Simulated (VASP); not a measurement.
# H (Pm-3m) in VASP: vibrations by perturbation theory with PBE

Aim: the vibrations by perturbation theory of H with PBE.

All numbers are computed with VASP 6.6.1; they aren't measurements. Logs are shortened: lines on timing, memory, paths and dates and some standing lists are left out, and cuts for length are marked.

### 1 The cell of the first run

Symmetry: Pm-3m, No. 221, cubic system. Conventional cell: a = 3.000 Å, b = 3.000 Å, c = 3.000 Å, α = 90.00°, β = 90.00°, γ = 90.00°. H (site symmetry m-3m) has 6 H at 3.00 Å within 3.9 Å.

### 2 Vibrations by perturbation theory, PBE, collinear spin, ferromagnetic start

INCAR

```
SYSTEM = H
PREC     = Accurate       ! precision mode
ENCUT    = 500            ! plane-wave cutoff, eV
EDIFF    = 1E-8           ! SCF threshold, eV
ISMEAR   = -1             ! smearing method
SIGMA    = 0.05           ! smearing width, eV
LREAL    = .False.        ! projectors in reciprocal space
LASPH    = .True.         ! aspherical terms in the spheres
NELM     = 200            ! most SCF steps
ALGO     = Normal         ! electronic algorithm
ISIF     = 2              ! what is computed and relaxed
LWAVE    = .False.        ! write WAVECAR
LCHARG   = .False.        ! write CHGCAR
ISPIN    = 2              ! spin polarisation
MAGMOM   = 1              ! initial moments
LORBIT   = 11             ! projections on sites
GGA      = PE             ! functional
NBANDS   = 10             ! bands
IBRION   = 8              ! ionic algorithm
NSW      = 1              ! ionic steps
GGA_COMPAT= .False.
```

KPOINTS

```
regular mesh
0
Gamma
  12 12 12
  0 0 0
```

POSCAR

```
H
1.0
    3.0000000000      0.0000000000      0.0000000000
    0.0000000000      3.0000000000      0.0000000000
    0.0000000000      0.0000000000      3.0000000000
H
1
Direct
    0.0000000000      0.0000000000      0.0000000000
```

Potentials or basis: VASP PAW PBE potentials, release 64 (H).

The run is started by

```
cat potpaw_PBE.64/H/POTCAR > POTCAR
mpirun -np 1 vasp_std > vasp.out
```

OUTCAR:

```text
SYSTEM = H
   PREC = Accurate
   ENCUT = 500
   EDIFF = 1E-8
   ISMEAR = -1
   LREAL = .False.
   LASPH = .True.
   NELM = 200
   ISIF = 2
   ISPIN = 2
   LORBIT = 11
   GGA = PE
   IBRION = 8
   NSW = 1

 ion  position               nearest neighbor table
   1  0.000  0.000  0.000-

  LATTYP: Found a simple cubic cell.
 ALAT       =     3.0000000000

  Lattice vectors:

 A1 = (   3.0000000000,   0.0000000000,   0.0000000000)
 A2 = (   0.0000000000,   3.0000000000,   0.0000000000)
 A3 = (   0.0000000000,   0.0000000000,   3.0000000000)

Analysis of symmetry for initial positions (statically):
=====================================================================
 Subroutine PRICEL returns:
 Original cell was already a primitive cell.

 Routine SETGRP: Setting up the symmetry group for a
 simple cubic supercell.

 Subroutine GETGRP returns: Found 48 space group operations
 (whereof 48 operations were pure point group operations)
 out of a pool of 48 trial point group operations.

The static configuration has the point symmetry O_h .

Analysis of symmetry for dynamics (positions and initial velocities):
=====================================================================
 Subroutine PRICEL returns:
 Original cell was already a primitive cell.

 Routine SETGRP: Setting up the symmetry group for a
 simple cubic supercell.

 Subroutine GETGRP returns: Found 48 space group operations
 (whereof 48 operations were pure point group operations)
 out of a pool of 48 trial point group operations.

The dynamic configuration has the point symmetry O_h .

Analysis of structural, dynamic, and magnetic symmetry:
=====================================================================
 Subroutine PRICEL returns:
 Original cell was already a primitive cell.

 Routine SETGRP: Setting up the symmetry group for a
 simple cubic supercell.

 Subroutine GETGRP returns: Found 48 space group operations
 (whereof 48 operations were pure point group operations)
 out of a pool of 48 trial point group operations.

The overall configuration has the point symmetry O_h .

 Subroutine INISYM returns: Found 48 space group operations
 (whereof 48 operations are pure point group operations),
 and found     1 'primitive' translations

----------------------------------------------------------------------------------------

                                     Primitive cell

  volume of cell :      27.0000

  direct lattice vectors                    reciprocal lattice vectors
     3.000000000  0.000000000  0.000000000     0.333333333  0.000000000  0.000000000
     0.000000000  3.000000000  0.000000000     0.000000000  0.333333333  0.000000000
     0.000000000  0.000000000  3.000000000     0.000000000  0.000000000  0.333333333

  length of vectors
     3.000000000  3.000000000  3.000000000     0.333333333  0.333333333  0.333333333

  position of ions in fractional coordinates (direct lattice)
     0.000000000  0.000000000  0.000000000

  ion indices of the primitive-cell ions
   primitive index   ion index
                 1           1

----------------------------------------------------------------------------------------

 KPOINTS: regular mesh

Automatic generation of k-mesh.
 Grid dimensions read from file:
 generate k-points for:   12   12   12

 Generating k-lattice:

  Cartesian coordinates                     Fractional coordinates (reciprocal lattice)
     0.027777778  0.000000000  0.000000000     0.083333333  0.000000000  0.000000000
     0.000000000  0.027777778  0.000000000     0.000000000  0.083333333  0.000000000
     0.000000000  0.000000000  0.027777778     0.000000000  0.000000000  0.083333333

  Length of vectors
     0.027777778  0.027777778  0.027777778

  Shift w.r.t. Gamma in fractional coordinates (k-lattice)
     0.000000000  0.000000000  0.000000000

 Subroutine IBZKPT returns following result:
 ===========================================

 Found     84 irreducible k-points:

 Following reciprocal coordinates:
            Coordinates               Weight
  0.000000  0.000000  0.000000      1.000000
  0.083333  0.000000  0.000000      6.000000
  0.166667  0.000000  0.000000      6.000000
  0.250000  0.000000  0.000000      6.000000
  0.333333  0.000000  0.000000      6.000000
  0.416667  0.000000  0.000000      6.000000
[... 16 lines left out ...]
  0.333333  0.333333  0.000000     12.000000
  0.416667  0.333333  0.000000     24.000000
[... 42 lines left out ...]
  Thomas-Fermi vector in A             =   1.575182
   LORBIT       =     11    0 simple, 1 ext, 2 COOP (PROOUT), +10 PAW based schemes
   GGA     = PE    functional components
   LHFCALC =     F    Hartree Fock is set to
   AEXX    =    0.0000 exact exchange contribution
   IVDW    =     0    specifies the selected vdW correction
   LEPSILON=     F    determine dielectric tensor
   LRPA    =     F    only Hartree local field effects (RPA)
 spin polarized calculation
  energy-cutoff  :      500.00
  volume of cell :       27.00
 maximum number of plane-waves:       715
 NGX is ok and might be reduce to    24
   NGX = 11   NGY = 11   NGZ = 11

--------------------------------------- Ionic step        1  -------------------------------------------

 number of electron       1.0000001 magnetization       1.0000001

 Free energy of the ion-electron system (eV)
  ---------------------------------------------------
  ext. energy  EPLUGINS =         0.00000000
  ---------------------------------------------------
  free energy    TOTEN  =        -1.07118462 eV

  energy without entropy =       -1.07118462  energy(sigma->0) =       -1.07118462

 E-fermi :  -4.2537     XC(G=0):   2.6787

 val. band max:       -5.1118389747   @ k =   0.5000   0.5000   0.5000
 cond. band min:       0.8908855349   @ k =   0.5000   0.0000   0.0000
 fundamental gap:      6.0027245096
 Fermi energy:        -4.2537253082

 spin component 1

 k-point     1 :       0.0000    0.0000    0.0000
  band No.  band energies     occupation
      1      -8.3111      1.00000
      2       4.8791      0.00000
      3      11.5142      0.00000
      4      11.5142      0.00000
      5      11.5142      0.00000
      6      13.2900      0.00000
      7      13.2900      0.00000
      8      23.9185      0.00000
      9      27.4785      0.00000
     10      27.4785      0.00000
[... 287 lines left out ...]
 k-point    24 :       0.4167    0.3333    0.0000
  band No.  band energies     occupation
      1      -6.3253      1.00000
      2       2.7843      0.00000
      3       4.9444      0.00000
      4       9.1331      0.00000
      5      13.5867      0.00000
      6      15.3409      0.00000
      7      19.9219      0.00000
      8      20.0095      0.00000
      9      22.1146      0.00000
     10      22.3711      0.00000

 [... further k-points ...]

 spin component 2

 k-point     1 :       0.0000    0.0000    0.0000
  band No.  band energies     occupation
      1       8.5946      0.00000
      2      24.8983      0.00000
      3      24.8983      0.00000
      4      24.8983      0.00000
      5      25.8651      0.00000
      6      25.8651      0.00000
      7      27.9726      0.00000
      8      41.1012      0.00000
      9      41.1012      0.00000
     10      42.0874      0.00000
[... 287 lines left out ...]
 k-point    24 :       0.4167    0.3333    0.0000
  band No.  band energies     occupation
      1      12.6577      0.00000
      2      16.7527      0.00000
      3      18.9342      0.00000
      4      23.5518      0.00000
      5      28.9227      0.00000
      6      30.4316      0.00000
      7      33.0546      0.00000
      8      34.9272      0.00000
      9      35.2154      0.00000
     10      36.9631      0.00000

 [... further k-points ...]

------------------------ aborting loop because EDIFF is reached ----------------------------------------

  FORCE on cell =-STRESS in cart. coord.  units (eV):
  Direction    XX          YY          ZZ          XY          YZ          ZX
  --------------------------------------------------------------------------------------
  -------------------------------------------------------------------------------------
  Total        0.1424675      0.1424675      0.1424675     -0.0000000     -0.0000000      0.0000000
  in kB        8.4540057      8.4540057      8.4540057     -0.0000000     -0.0000000      0.0000000
  external PRESSURE =       8.4540057 kB  Pullay stress =       0.0000000 kB

 VOLUME and BASIS-vectors are now :
 -----------------------------------------------------------------------------
  energy-cutoff  :      500.00
  volume of cell :       27.00
      direct lattice vectors                 reciprocal lattice vectors
     3.000000000  0.000000000  0.000000000     0.333333333  0.000000000  0.000000000
     0.000000000  3.000000000  0.000000000     0.000000000  0.333333333  0.000000000
     0.000000000  0.000000000  3.000000000     0.000000000  0.000000000  0.333333333

 POSITION                                       TOTAL-FORCE (eV/Angst)
 -----------------------------------------------------------------------------------
      0.00000      0.00000      0.00000         0.000000      0.000000      0.000000
 -----------------------------------------------------------------------------------
    total drift:                                0.000000     -0.000000      0.000000

  FREE ENERGIE OF THE ION-ELECTRON SYSTEM (eV)
  ---------------------------------------------------
  free  energy   TOTEN  =        -1.0711846223 eV

  energy  without entropy=       -1.0711846222  energy(sigma->0) =       -1.07118462

[... ionic steps 2 to 3 ...]

--------------------------------------- Ionic step        4  -------------------------------------------

 Free energy of the ion-electron system (eV)
  ---------------------------------------------------
  ---------------------------------------------------
  free energy    TOTEN  =        -0.01541199 eV

  energy without entropy =       -0.01541199

------------------------ aborting loop because EDIFF is reached ----------------------------------------

 INTERNAL STRAIN TENSOR  FOR ION    1  DIRECTION 1   (eV/Angst):
 -----------------------------------------------------------------------------
    -0.00677  0.00000 -0.00000
     0.00000  0.00033  0.00000
    -0.00000  0.00000  0.00033

 INTERNAL STRAIN TENSOR FOR ION    1 for displacements in x,y,z  (eV/Angst):
          X           Y           Z          XY          YZ          ZX
  --------------------------------------------------------------------------------
  x     0.00000     0.00000     0.00000     0.00000     0.00000     0.00000
  y     0.00000     0.00000     0.00000     0.00000     0.00000     0.00000
  z     0.00000     0.00000     0.00000     0.00000     0.00000     0.00000

 SECOND DERIVATIVES (NOT SYMMETRIZED)
 ------------------------------------
               1X          1Y          1Z
  1X    -0.004257    0.000000    0.000000
  1Y     0.000000   -0.004257   -0.000000
  1Z     0.000000    0.000000   -0.004257

 Eigenvectors and eigenvalues of the dynamical matrix
 ----------------------------------------------------

   1 f  =    1.019990 THz     6.408784 2PiTHz   34.023191 cm-1     4.218336 meV
             X         Y         Z           dx          dy          dz
      0.000000  0.000000  0.000000    -0.922213    0.386683    0.000000

   2 f  =    1.019990 THz     6.408784 2PiTHz   34.023191 cm-1     4.218336 meV
             X         Y         Z           dx          dy          dz
      0.000000  0.000000  0.000000     0.000000    0.000000    1.000000

   3 f  =    1.019990 THz     6.408784 2PiTHz   34.023191 cm-1     4.218336 meV
             X         Y         Z           dx          dy          dz
      0.000000  0.000000  0.000000     0.386683    0.922213    0.000000

--------------------------------------------------------------------------------------------------------

 ELASTIC MODULI CONTR FROM IONIC RELAXATION (kBar)
 Direction    XX          YY          ZZ          XY          YZ          ZX
 --------------------------------------------------------------------------------
 XX           0.0000      0.0000      0.0000      0.0000      0.0000      0.0000
 YY           0.0000      0.0000      0.0000      0.0000      0.0000      0.0000
 ZZ           0.0000      0.0000      0.0000      0.0000      0.0000      0.0000
 XY           0.0000      0.0000      0.0000      0.0000      0.0000      0.0000
 YZ           0.0000      0.0000      0.0000      0.0000      0.0000      0.0000
 ZX           0.0000      0.0000      0.0000      0.0000      0.0000      0.0000
 --------------------------------------------------------------------------------

 total charge

# of ion       s       p       d       tot
------------------------------------------
    1        0.387   0.000   0.000   0.387

 magnetization (x)

# of ion       s       p       d       tot
------------------------------------------
    1        0.387   0.000   0.000   0.387
```

It took 4 min on 1 thread of Intel Xeon 8259CL, shared host; peak memory 0.28 GiB.

What came out:

* Net moment: 1.00 μB per cell
* Site moments: H +0.39 μB
* Valence electrons inside the program's atomic spheres: H 0.39
